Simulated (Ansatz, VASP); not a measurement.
# Si4F: VASP beside Ansatz

INCAR

```
  ALGO = Normal
  EDIFF = 1E-6
  ENCUT = 520
  GGA = PE
  ISIF = 2
  ISMEAR = 0
  ISPIN = 2
  LASPH = True
  LCHARG = False
  LORBIT = 11
  LREAL = False
  LWAVE = False
  MAGMOM = 0 0 0 0 1
  NBANDS = 24
  NELM = 150
  PREC = Accurate
  SIGMA = 0.1
```

File KPOINTS:

```
k-points
0
Gamma
  6 6 4
```

POSCAR

```
Si4F
1.0
    4.8694301300      0.0000000000      0.0000000000
   -2.4347150700      4.2170502000      0.0000000000
    0.0000000000      0.0000000000      4.1208975800
Si F
4 1
Direct
    0.0000000000      0.0000000000      0.5000000000
    0.5000000000      0.0000000000      0.0000000000
    0.0000000000      0.5000000000      0.0000000000
    0.5000000000      0.5000000000      0.0000000000
    0.0000000000      0.0000000000      0.0000000000
```

Input for Ansatz:

```yaml
crystal:
  lattice:
    - [4.86943013, 0.0, 0.0]
    - [-2.43471507, 4.2170502, 0.0]
    - [0.0, 0.0, 4.12089758]
  atoms:
    - { symbol: Si, position: [0.0, 0.0, 0.5] }
    - { symbol: Si, position: [0.5, 0.0, 0.0] }
    - { symbol: Si, position: [0.0, 0.5, 0.0] }
    - { symbol: Si, position: [0.5, 0.5, 0.0] }
    - { symbol: F, position: [0.0, 0.0, 0.0], spin: 1.0 }
basis:
  ecutwfc: 420
kpoints:
  mp_grid: { grid: [6, 6, 4] }
hamiltonian:
  xc: pbe
scf:
  occupations: { method: gaussian, width: 0.1 }
  lower_state_search: "off"
output:
  forces: true
  stress: true
  eigenvalues: true
  populations: true
magnetization:
  spin_polarized: true
```

Alike in both runs: task single point; functional PBE; k mesh 6 × 6 × 4; occupations gaussian, width 0.1 eV; collinear spin.

|  | VASP | Ansatz |
| --- | --- | --- |
| version | VASP 6.6.1 | Ansatz 0.2.0 |
| potentials or method | VASP PAW PBE potentials, release 64 (Si, F), cutoff 520 eV | scalar-relativistic, plane waves, PAW |
| valence electrons in the cell | 23 | 23 |

Ansatz gave:

```
gap on the k mesh at the Fermi level (eV)                     : none
pressure (GPa)                                                : 10.2
traceless stress, the component that is largest in VASP (GPa) : -9.17
net moment per atom (μB)                                      : 0.00
```

Question: Which values does VASP return?

Answer: gap on the k mesh at the Fermi level (eV): none; pressure (GPa): 10.1; traceless stress, the component that is largest in VASP (GPa): -9.08; net moment per atom (μB): 0.00.

A gap of «none» marks a metal or a gap that the smearing closes. Ansatz's warnings: seeded moment not kept.

The k mesh is coarse, so the values compare programs but aren't converged.
